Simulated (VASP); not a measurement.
A run of VASP 6.6.1 is set up as follows.

Contents of INCAR:

```
SYSTEM = Si16C
  ALGO = Normal
  EDIFF = 1E-6
  ENCUT = 520
  GGA = PE
  ISIF = 2
  ISMEAR = 0
  ISPIN = 2
  IVDW = 12
  LASPH = .True.
  LCHARG = .False.
  LORBIT = 11
  LREAL = Auto
  LWAVE = .False.
  MAGMOM = 0 0 0 0 0 0 0 0 0 0 0 0 0 0 0 0 0
  NBANDS = 52
  NELM = 150
  PREC = Accurate
  SIGMA = 0.05
```

KPOINTS

```
k-points
0
Gamma
  2 2 2
  0 0 0
```

The input POSCAR:

```
Si16C
1.0
    0.0000000000      5.4300000000      5.4300000000
    5.4300000000      0.0000000000      5.4300000000
    5.4300000000      5.4300000000      0.0000000000
Si C
16 1
Direct
    0.0284742173     -0.0284152855      0.0154718232
    0.1653453039      0.1051659300      0.1184233886
    0.0420640884     -0.0334316759      0.4917368324
    0.0583827808      0.1348453959      0.6573455801
    0.0259822284      0.4791369245      0.0019313996
    0.1518525783      0.5966306630      0.1330225599
   -0.0089283610      0.5013861878      0.5083679558
    0.1565674033      0.5910311234      0.6273046041
    0.5397098527     -0.0304837017     -0.0003888582
    0.6559659300      0.0990195212      0.1360416206
    0.3821985267      0.1976541436      0.4578837937
    0.6723755985      0.0710783610      0.6151286372
    0.5275028545      0.4803802026     -0.0053503683
    0.6505801105      0.5958548803      0.1294543278
    0.5299492634      0.4625533149      0.5023820442
    0.6283418969      0.6514608656      0.6120190608
    0.5943106814      0.9434020258      0.5086458564
```

Potentials or basis: VASP PAW PBE potentials, release 64 (Si, C).

The run is started by

```console
$ cat potpaw_PBE.64/Si/POTCAR potpaw_PBE.64/C/POTCAR > POTCAR
$ mpirun -np 1 vasp_std > vasp.out
```

Problem. Predict the net moment.

Solution. 0.00 μB per cell.

Problem. What does it give for the dispersion energy per atom?

Solution. -0.311 eV.

Forces in eV/Å, atoms in the order of the input:
```
Si   0.001 -0.002  0.000
Si   0.001  0.002  0.000
Si   0.002  0.000  0.000
Si  -0.003 -0.001  0.002
Si  -0.001  0.000  0.000
Si   0.002  0.000  0.000
Si  -0.003  0.000 -0.002
Si  -0.001 -0.001  0.002
Si  -0.001 -0.001 -0.004
Si   0.001 -0.001  0.003
Si   0.004 -0.003  0.002
Si   0.005  0.002  0.004
Si   0.005  0.000  0.000
Si  -0.001 -0.001 -0.001
Si  -0.001 -0.005 -0.001
Si  -0.005  0.008  0.001
C   -0.006  0.001 -0.008
```

Caveat: the k points lie up to 0.50 Å⁻¹ apart.
